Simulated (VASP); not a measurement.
AlRu: single point with PBEsol

AlRu:

```
CELL_PARAMETERS angstrom
3.06570 0.00000 0.00000
0.00000 3.06570 0.00000
0.00000 0.00000 2.93176
ATOMIC_POSITIONS crystal
Al 0.00000 0.00000 0.00000
Ru 0.50000 0.50000 0.50000
```

This cell differs from its parent crystal: strain +0.030 along x and y, -0.015 along z.

| Item | Value |
| --- | --- |
| Program | VASP 6.6.1 |
| Task | single point |
| Functional | PBEsol |
| Potentials or basis | VASP PAW PBE potentials, release 64 (Al, Ru_pv) |
| Cutoff | 520 eV |
| k mesh | 20 × 20 × 20 |
| Occupations | gaussian, width 0.15 eV |
| Spin | no spin polarisation |
| Dipole correction | no |
| Further INCAR settings | ALGO = Fast; EDIFF = 1e-06; NBANDS = 16 |

The pressure is -8.6 GPa and the band gap on the k mesh is zero (an odd number of electrons rules out a gap without spin polarisation).

Stress tensor (GPa, compression positive):
```
-11.06   0.00   0.00
  0.00 -11.06   0.00
  0.00   0.00  -3.75
```

Levels at points of the mesh, in eV from the Fermi level:
```tsv
k point	band 5	band 6	band 7	band 8	band 9	band 10	band 11	band 12	band 13	band 14
(0.00, 0.00, 0.00)	-3.46	-3.45	-0.01	0.27	0.27	5.48	5.48	6.84	10.64	10.88
(0.50, 0.00, 0.00)	-5.60	-2.75	-1.71	-1.20	0.48	1.92	7.43	10.44	11.63	12.03
(0.50, 0.50, 0.00)	-3.12	-1.52	-1.52	-0.85	-0.85	1.26	4.67	5.78	11.07	14.73
(0.00, 0.00, 0.50)	-5.11	-2.57	-1.74	-1.74	0.29	2.66	7.43	10.47	10.47	12.30
(0.50, 0.00, 0.50)	-2.92	-1.43	-1.33	-1.18	-1.12	1.51	5.33	6.05	10.04	13.95
(0.50, 0.50, 0.50)	-4.51	-4.43	1.38	1.69	2.42	3.94	3.94	4.20	7.88	8.48
```

Wall time 87 s on 1 thread of Intel(R) Xeon(R) 6975P-C (Granite Rapids), with other jobs on the host, peak memory 0.39 GiB.

Caveat: the cell differs from its parent crystal (strain +0.030 along x and y, -0.015 along z); the cell stands under tension; the PAW data sets were made with another functional, which shifts forces and pressure a little.
